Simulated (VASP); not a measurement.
Write the native input for VASP 6.6.1 that does the following.

```
Task                   : single point
Functional             : PBE
Dispersion             : D3(BJ)
Potentials or basis    : VASP PAW PBE potentials, release 64 (C, Si)
Cutoff                 : 520 eV
k mesh                 : 6 × 4 × 1
Occupations            : gaussian, width 0.1 eV
Spin                   : no spin polarisation
Dipole correction      : yes
Further INCAR settings : LREAL = Auto; ALGO = Normal; EDIFF = 1e-07; NBANDS = 58
```

The structure of SiC20 lies in POSCAR:

```
SiC20
1.0
    4.9300510483      0.0000000000      0.0000000000
   -1.2325127621      7.0736882673      0.0000000000
    0.0000000000      0.0000000000     22.1293523549
C Si
20 1
Direct
    0.3858166895      0.5432667578      0.1807554029
    0.8858166895      0.5432667578      0.1807554029
    0.2722014076      0.0888056305      0.2267404590
    0.7722014076      0.0888056305      0.2267404590
    0.4009962183      0.6039848731      0.2420688497
    0.9009962183      0.6039848731      0.2420688497
    0.0297911243      0.1191644973      0.2573972018
    0.5297911243      0.1191644973      0.2573972018
    0.1585861258      0.6343445031      0.2727255152
    0.6585861258      0.6343445031      0.2727255152
    0.0461074868      0.1844301691      0.3199090572
    0.5461074868      0.1844301691      0.3199090572
    0.1537589873      0.6150359018      0.3368154657
    0.6537589873      0.6150359018      0.3368154657
    0.3084764848      0.2339064522      0.3480645378
    0.8084764848      0.2339064522      0.3480645378
    0.3880568074      0.5522270554      0.3629961795
    0.8880568074      0.5522270554      0.3629961795
    0.3445502047      0.3782016492      0.3944694004
    0.8445502047      0.3782016492      0.3944694004
    0.7195502047      0.8782016492      0.5481114928
```

These files were run (other wordings do the same):

INCAR

```
SYSTEM = SiC20
PREC = Accurate
ENCUT = 520
EDIFF = 1E-7
ISMEAR = 0
SIGMA = 0.1
LREAL = Auto
LASPH = .True.
NELM = 60
ALGO = Normal
ISIF = 2
LWAVE = .False.
LCHARG = .False.
LDIPOL = .True.
IDIPOL = 3
DIPOL = 0.5 0.5 0.306
GGA = PE
IVDW = 12
NBANDS = 58
```

KPOINTS

```
Automatic mesh
0
Gamma
  6 4 1
  0 0 0
```

Potentials or basis: VASP PAW PBE potentials, release 64 (C, Si).

Launch:

```console
$ cat potpaw_PBE.64/C/POTCAR potpaw_PBE.64/Si/POTCAR > POTCAR
$ mpirun -np 1 vasp_std > vasp.out
```

Results of the run:

```json
{
  "Largest force": "2.592 eV/Å",
  "Band gap on the k mesh": "zero (bands 42 and 43 overlap by 0.08 eV)",
  "Dispersion energy per atom": "-0.110 eV"
}
```

Run time: 16 min on 1 thread of AMD EPYC 9R45 96-Core Processor (Zen 5), on a shared host, peak memory 0.89 GiB.
